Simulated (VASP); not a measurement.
# K in VASP: settings compared

Aim: see how the results for K move with the level of theory and the settings. Levels: PBEsol, PBE, LDA. Tasks: relaxation of cell and atoms, single point.

All numbers are computed with VASP 6.6.1; they aren't measurements. Logs are shortened: lines on timing, memory, paths and dates and some standing lists are left out, and cuts for length are marked.

### 1 The cell of the first run

The structure is cubic, space group Im-3m (No. 229). Conventional cell: a = 5.395 Å, b = 5.395 Å, c = 5.395 Å, α = 90.00°, β = 90.00°, γ = 90.00°.

### 2 Relaxation of cell and atoms, PBEsol, target pressure 20 GPa, at which the enthalpy is minimised

Input file INCAR:

```
SYSTEM = K
ALGO = Normal ; EDIFF = 1E-6
EDIFFG = -0.01 ; ENCUT = 600
GGA = PS ; IBRION = 2
ISIF = 3 ; ISMEAR = -1
LASPH = .True. ; LCHARG = .False.
LREAL = .False. ; LWAVE = .False.
NELM = 80 ; NSW = 80
PREC = Accurate ; PSTRESS = 200.0
SIGMA = 0.05
```

Input file KPOINTS:

```
k-points
0
Gamma
  7 7 7
  0 0 0
```

Input file POSCAR:

```
K
1.0
   -2.6975585167      2.6975585167      2.6975585167
    2.6975585167     -2.6975585167      2.6975585167
    2.6975585167      2.6975585167     -2.6975585167
K
1
Direct
    0.0000000000      0.0000000000      0.0000000000
```

Potentials or basis: VASP PAW PBE potentials, release 64 (K_sv).

Command:

```
$ cat potpaw_PBE.64/K_sv/POTCAR > POTCAR
$ mpirun -np 1 vasp_std > vasp.out
```

OUTCAR:

```text
SYSTEM = K
   EDIFF = 1E-6
   EDIFFG = -0.01
   ENCUT = 600
   GGA = PS
   IBRION = 2
   ISIF = 3
   ISMEAR = -1
   LASPH = .True.
   LREAL = .False.
   NELM = 80
   NSW = 80
   PREC = Accurate
   PSTRESS = 200.0

 ion  position               nearest neighbor table
   1  0.000  0.000  0.000-

  LATTYP: Found a body centered cubic cell.
 ALAT       =     5.3951170334

  Lattice vectors:

 A1 = (  -2.6975585167,   2.6975585167,   2.6975585167)
 A2 = (   2.6975585167,  -2.6975585167,   2.6975585167)
 A3 = (   2.6975585167,   2.6975585167,  -2.6975585167)

Analysis of symmetry for initial positions (statically):
=====================================================================
 Subroutine PRICEL returns:
 Original cell was already a primitive cell.

 Routine SETGRP: Setting up the symmetry group for a
 body centered cubic supercell.

 Subroutine GETGRP returns: Found 48 space group operations
 (whereof 48 operations were pure point group operations)
 out of a pool of 48 trial point group operations.

The static configuration has the point symmetry O_h .

Analysis of symmetry for dynamics (positions and initial velocities):
=====================================================================
 Subroutine PRICEL returns:
 Original cell was already a primitive cell.

 Routine SETGRP: Setting up the symmetry group for a
 body centered cubic supercell.

 Subroutine GETGRP returns: Found 48 space group operations
 (whereof 48 operations were pure point group operations)
 out of a pool of 48 trial point group operations.

The dynamic configuration has the point symmetry O_h .

 Subroutine INISYM returns: Found 48 space group operations
 (whereof 48 operations are pure point group operations),
 and found     1 'primitive' translations

----------------------------------------------------------------------------------------

                                     Primitive cell

  volume of cell :      78.5186

  direct lattice vectors                    reciprocal lattice vectors
    -2.697558517  2.697558517  2.697558517     0.000000000  0.185352791  0.185352791
     2.697558517 -2.697558517  2.697558517     0.185352791  0.000000000  0.185352791
     2.697558517  2.697558517 -2.697558517     0.185352791  0.185352791  0.000000000

  length of vectors
     4.672308407  4.672308407  4.672308407     0.262128431  0.262128431  0.262128431

  position of ions in fractional coordinates (direct lattice)
     0.000000000  0.000000000  0.000000000

  ion indices of the primitive-cell ions
   primitive index   ion index
                 1           1

----------------------------------------------------------------------------------------

 KPOINTS: k-points

Automatic generation of k-mesh.
 Grid dimensions read from file:
 generate k-points for:    7    7    7

 Generating k-lattice:

  Cartesian coordinates                     Fractional coordinates (reciprocal lattice)
     0.000000000  0.026478970  0.026478970     0.142857143  0.000000000  0.000000000
     0.026478970  0.000000000  0.026478970     0.000000000  0.142857143  0.000000000
     0.026478970  0.026478970  0.000000000     0.000000000  0.000000000  0.142857143

  Length of vectors
     0.037446919  0.037446919  0.037446919

  Shift w.r.t. Gamma in fractional coordinates (k-lattice)
     0.000000000  0.000000000  0.000000000

 Subroutine IBZKPT returns following result:
 ===========================================

 Found     20 irreducible k-points:

 Following reciprocal coordinates:
            Coordinates               Weight
  0.000000  0.000000  0.000000      1.000000
  0.142857  0.000000  0.000000     12.000000
  0.285714  0.000000  0.000000     12.000000
  0.428571  0.000000  0.000000     12.000000
  0.142857  0.142857  0.000000     24.000000
  0.285714  0.142857 -0.000000     48.000000
[... 12 lines left out ...]
 -0.428571 -0.428571  0.285714      8.000000
 -0.428571  0.428571  0.428571      6.000000
   k-points           NKPTS =     20   k-points in BZ     NKDIM =     20   number of bands    NBANDS=      8
   number of dos      NEDOS =    301   number of ions     NIONS =      1
   total plane-waves  NPLWV =  64000
   dimension x,y,z NGX =    40 NGY =   40 NGZ =   40
   dimension x,y,z NGXF=    80 NGYF=   80 NGZF=   80
   ions per type =               1
   NGX,Y,Z   is equivalent  to a cutoff of  14.23, 14.23, 14.23 a.u.
   NGXF,Y,Z  is equivalent  to a cutoff of  28.46, 28.46, 28.46 a.u.
 SYSTEM =  K
   PREC   = accura    normal or accurate (medium, high low for compatibility)
   ISTART =      0    job   : 0-new  1-cont  2-samecut
   ICHARG =      2    charge: 1-file 2-atom 10-const
   ISPIN  =      1    spin polarized calculation?
   LNONCOLLINEAR =      F non collinear calculations
   LSORBIT =      F    spin-orbit coupling
   LASPH  =      T    aspherical Exc in radial PAW
   ENCUT  =  600.0 eV  44.10 Ry    6.64 a.u.   9.33  9.33  9.33*2*pi/ulx,y,z
   NELM   =     80;   NELMIN=  2; NELMDL= -5     # of ELM steps
   EDIFF  = 0.1E-05   stopping-criterion for ELM
   LREAL  =      F    real-space projection
   EDIFFG = -.1E-01   stopping-criterion for IOM
   NSW    =     80    number of steps for IOM
   IBRION =      2    ionic relax: 0-MD 1-quasi-New 2-CG
   NFREE  =      1    steps in history (QN), initial steepest desc. (CG)
   ISIF   =      3    stress and relaxation
   ISYM   =      2    0-nonsym 1-usesym 2-fastsym
   POTIM  = 0.5000    time-step for ionic-motion
   TEBEG  =    0.0;   TEEND  =   0.0 temperature during run
   PSTRESS=  200.0 pullay stress
   NELECT =       9.0000    total number of electrons
   NUPDOWN=      -1.0000    fix difference up-down
   EMIN   =  10.00;   EMAX   =-10.00  energy-range for DOS
   EFERMI =   0.00;   METHOD = LEGACY
   ISMEAR =    -1;   SIGMA  =   0.05  broadening in eV -4-tet -1-fermi 0-gaus
   EFERMI_NEDOS =   21; number of points for ismear=-14 and -15
   IALGO  =     38    algorithm
   IMIX   =      4    mixing-type and parameters
     AMIX     =   0.40;   BMIX     =  1.00
     AMIX_MAG =   1.60;   BMIX_MAG =  1.00
  volume/ion in A,a.u.               =      78.52       529.87
  Fermi-wavevector in a.u.,A,eV,Ry     =   0.795240  1.502785  8.604411  0.632406
  Thomas-Fermi vector in A             =   1.901529
   LORBIT       =      0    0 simple, 1 ext, 2 COOP (PROOUT), +10 PAW based schemes
   GGA     = PS    functional components
   LHFCALC =     F    Hartree Fock is set to
   AEXX    =    0.0000 exact exchange contribution
   IVDW    =     0    specifies the selected vdW correction
   LEPSILON=     F    determine dielectric tensor
   LRPA    =     F    only Hartree local field effects (RPA)
 conjugate gradient relaxation of ions
 non-spin polarized calculation
  energy-cutoff  :      600.00
  volume of cell :       78.52
 maximum number of plane-waves:      2659
 NGX is ok and might be reduce to    40
   NGX = 19   NGY = 19   NGZ = 19

--------------------------------------- Ionic step        1  -------------------------------------------

 number of electron       9.0000001 magnetization

 Free energy of the ion-electron system (eV)
  ---------------------------------------------------
  ext. energy  EPLUGINS =         0.00000000
  ---------------------------------------------------
  free energy    TOTEN  =        -1.13035145 eV

  energy without entropy =       -1.12318362  energy(sigma->0) =       -1.12676753

 E-fermi :  -0.3085     XC(G=0):  -5.5367

 val. band max:       -0.3746162732   @ k =  -0.2857   0.4286   0.1429
 cond. band min:      -0.1797114677   @ k =  -0.4286   0.4286   0.1429
 fundamental gap:      0.1949048055
 Fermi energy:        -0.3084794165

 k-point     1 :       0.0000    0.0000    0.0000
  band No.  band energies     occupation
      1     -32.3395      2.00000
      2     -15.8534      2.00000
      3     -15.8534      2.00000
      4     -15.8534      2.00000
      5      -2.3668      2.00000
      6       3.9296      0.00000
      7       3.9296      0.00000
      8       3.9296      0.00000

 k-point     2 :       0.1429    0.0000    0.0000
  band No.  band energies     occupation
      1     -32.3390      2.00000
      2     -15.8637      2.00000
      3     -15.8568      2.00000
      4     -15.8533      2.00000
      5      -2.1275      2.00000
      6       3.4783      0.00000
      7       3.6430      0.00000
      8       4.1137      0.00000

 k-point     3 :       0.2857    0.0000    0.0000
  band No.  band energies     occupation
      1     -32.3377      2.00000
      2     -15.8866      2.00000
      3     -15.8647      2.00000
      4     -15.8532      2.00000
      5      -1.4377      2.00000
      6       2.2570      0.00000
      7       3.1684      0.00000
      8       4.6470      0.00000
[... 462 lines left out ...]
 VOLUME and BASIS-vectors are now :
 -----------------------------------------------------------------------------
  energy-cutoff  :      600.00
  volume of cell :       11.02
      direct lattice vectors                 reciprocal lattice vectors
    -1.401994592  1.401994592  1.401994592     0.000000000  0.356634757  0.356634757
     1.401994592 -1.401994592  1.401994592     0.356634757  0.000000000  0.356634757
     1.401994592  1.401994592 -1.401994592     0.356634757  0.356634757  0.000000000

 POSITION                                       TOTAL-FORCE (eV/Angst)
 -----------------------------------------------------------------------------------
      0.00000      0.00000      2.80399        -0.000000     -0.000000     -0.000000
 -----------------------------------------------------------------------------------
    total drift:                               -0.000000     -0.000000      0.000000

  FREE ENERGIE OF THE ION-ELECTRON SYSTEM (eV)
  ---------------------------------------------------
  free  energy   TOTEN  =         4.4632898258 eV

  energy  without entropy=        4.4821843456  energy(sigma->0) =        4.47273709

  enthalpy is  TOTEN    =         5.8392897809 eV   P V=        1.3759999551

--------------------------------------- Ionic step        3  -------------------------------------------

 number of electron       9.0000000 magnetization

 Free energy of the ion-electron system (eV)
  ---------------------------------------------------
  ext. energy  EPLUGINS =         0.00000000
  ---------------------------------------------------
  free energy    TOTEN  =         0.21006119 eV

  energy without entropy =        0.22233709  energy(sigma->0) =        0.21619914

 E-fermi :   3.6412     XC(G=0):  -8.9931

 val. band max:        3.6196812147   @ k =  -0.2857   0.2857   0.2857
 cond. band min:       3.6422175897   @ k =  -0.4286   0.4286   0.1429
 fundamental gap:      0.0225363751
 Fermi energy:         3.6411751746

 k-point     1 :       0.0000    0.0000    0.0000
  band No.  band energies     occupation
      1     -28.8278      2.00000
      2     -11.6584      2.00000
      3     -11.6584      2.00000
      4     -11.6584      2.00000
      5       0.1121      2.00000
      6       8.2348      0.00000
      7       8.2348      0.00000
      8       8.2348      0.00000

 k-point     2 :       0.1429    0.0000    0.0000
  band No.  band energies     occupation
      1     -28.7779      2.00000
      2     -11.9581      2.00000
      3     -11.7359      2.00000
      4     -11.6638      2.00000
      5       0.7646      2.00000
      6       7.6988      0.00000
      7       7.7132      0.00000
      8       8.8552      0.00000

 k-point     3 :       0.2857    0.0000    0.0000
  band No.  band energies     occupation
      1     -28.6634      2.00000
      2     -12.5701      2.00000
      3     -11.9043      2.00000
      4     -11.6763      2.00000
      5       2.2214      2.00000
      6       6.3923      0.00000
      7       6.7823      0.00000
      8      10.1062      0.00000
[... 198 lines left out ...]
 VOLUME and BASIS-vectors are now :
 -----------------------------------------------------------------------------
  energy-cutoff  :      600.00
  volume of cell :       26.75
      direct lattice vectors                 reciprocal lattice vectors
    -1.884062427  1.884062427  1.884062427     0.000000000  0.265383988  0.265383988
     1.884062427 -1.884062427  1.884062427     0.265383988  0.000000000  0.265383988
     1.884062427  1.884062427 -1.884062427     0.265383988  0.265383988  0.000000000

 POSITION                                       TOTAL-FORCE (eV/Angst)
 -----------------------------------------------------------------------------------
      0.00000      0.00000      0.00000        -0.000000     -0.000000      0.000000
 -----------------------------------------------------------------------------------
    total drift:                                0.000000      0.000000     -0.000000

  FREE ENERGIE OF THE ION-ELECTRON SYSTEM (eV)
  ---------------------------------------------------
  free  energy   TOTEN  =         0.2100611943 eV

  energy  without entropy=        0.2223370878  energy(sigma->0) =        0.21619914

  enthalpy is  TOTEN    =         3.5494368020 eV   P V=        3.3393756077

 reached required accuracy - stopping structural energy minimisation
```

It took 63 s on 1 thread of Intel Xeon 6975P-C, shared host; peak memory 0.29 GiB.

Results:

| Quantity | Value |
| --- | --- |
| Free energy | 0.2101 eV |
| Relaxed volume | 26.75 Å³/atom |
| Relaxed cell | a = 3.263 Å, b = 3.263 Å, c = 3.263 Å, α = 109.47°, β = 109.47°, γ = 109.47° |
| Space group after relaxing (to 0.05 Å) | Im-3m (No. 229) |
| Energy change on relaxing (the enthalpy is what falls) | +1340.4 meV/atom |
| Ionic steps | 3 |
| Pressure after relaxing | 20.0 GPa |

The path:
```
step  energy change (eV)  largest force (eV/Å)  pressure (GPa)  volume (Å³)
   1              0.0000                0.0000           -0.31        78.52
   2              5.5936                0.0000          123.20        11.02
   3              1.3404                0.0000           20.04        26.75
```

Final structure:
```
K
1.0
    -1.88406    1.88406    1.88406
     1.88406   -1.88406    1.88406
     1.88406    1.88406   -1.88406
K
1
Cartesian
  0.0000 0.0000 0.0000
```

Caveat: the cell is relaxed towards a set pressure, so the enthalpy falls and the energy may rise; the volume moved by over 15 % at a fixed basis, so the end points are rough; the PAW data sets were made with another functional, which shifts forces and pressure a little.

### 3 Single point, PBE

This run uses another cell than the first one, of 79.30 Å³/atom, 1.010 times its volume.

Input file INCAR:

```
SYSTEM = K
PREC     = Accurate       ! precision mode
ENCUT    = 520            ! plane-wave cutoff, eV
EDIFF    = 1E-7           ! SCF threshold, eV
ISMEAR   = -1             ! smearing method
SIGMA    = 0.05           ! smearing width, eV
LREAL    = .FALSE.        ! projectors in reciprocal space
LASPH    = .TRUE.         ! aspherical terms in the spheres
NELM     = 100            ! most SCF steps
ALGO     = Normal         ! electronic algorithm
ISIF     = 2              ! what is computed and relaxed
LWAVE    = .FALSE.        ! write WAVECAR
LCHARG   = .FALSE.        ! write CHGCAR
GGA      = PE             ! functional
NBANDS   = 10             ! bands
```

Input file KPOINTS:

```
regular mesh
0
G
  7 7 7
  0 0 0
```

Input file POSCAR:

```
K
1.0
   -2.6975585167      2.6975585167      2.7245341019
    2.6975585167     -2.6975585167      2.7245341019
    2.6975585167      2.6975585167     -2.7245341019
K
1
Direct
    0.0000000000      0.0000000000      0.0000000000
```

Potentials or basis: VASP PAW PBE potentials, release 64 (K_sv).

Command:

```
$ cat potpaw_PBE.64/K_sv/POTCAR > POTCAR
$ mpirun -np 1 vasp_std > vasp.out
```

It took 18 s on 1 thread of Intel Xeon 6975P-C, shared host; peak memory 0.21 GiB.

The run converged. Its results:

| Property | Result |
| --- | --- |
| Free energy | -1.0481 eV |
| Pressure | -0.2 GPa |

Levels at points of the mesh, in eV from the Fermi level:
```tsv
k point	band 2	band 3	band 4	band 5	band 6	band 7	band 8	band 9
(0.00, 0.00, 0.00)	-15.63	-15.63	-15.63	-2.05	4.21	4.21	4.25	5.06
```

(Continued in part 2 of 2.)
